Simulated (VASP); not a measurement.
A run of VASP 6.6.1:

INCAR

```
PREC = Accurate
ENCUT = 520
EDIFF = 1E-7
ISMEAR = 0
SIGMA = 0.05
LREAL = False
LASPH = True
NELM = 150
ALGO = Normal
ISIF = 2
LWAVE = False
LCHARG = False
ISPIN = 2
MAGMOM = 2 2 0 0
LORBIT = 11
LMAXMIX = 4
GGA = CA
NBANDS = 27
```

Contents of KPOINTS:

```
regular mesh
0
Gamma
  10 10 5
```

File POSCAR:

```
CoO
1.0
    3.1976457435      0.0000000000      0.0000000000
   -1.5988228718      2.7692424462      0.0000000000
    0.0000000000      0.0000000000      5.2287097100
Co O
2 2
Direct
    0.3333333333      0.6666666667      0.5033624100
    0.0000000000      0.0000000000      0.0034741400
    0.3333333333      0.6666666667      0.8715556000
    0.0000000000      0.0000000000      0.3716088500
```

Potentials or basis: VASP PAW LDA potentials, release 64 (Co, O).

The run is started by

```bash
$ cat potpaw_LDA.64/Co/POTCAR potpaw_LDA.64/O/POTCAR > POTCAR
$ mpirun -np 1 vasp_std > vasp.out
```

Hardware: 1 thread of AMD EPYC 9R45 96-Core Processor (Zen 5), with other jobs on the host.

Estimate the wall time of this run.

It took 68 s on 1 thread of AMD EPYC 9R45 96-Core Processor (Zen 5), with other jobs on the host, peak memory 0.19 GiB. Counts: scf iterations 19, k points 58.
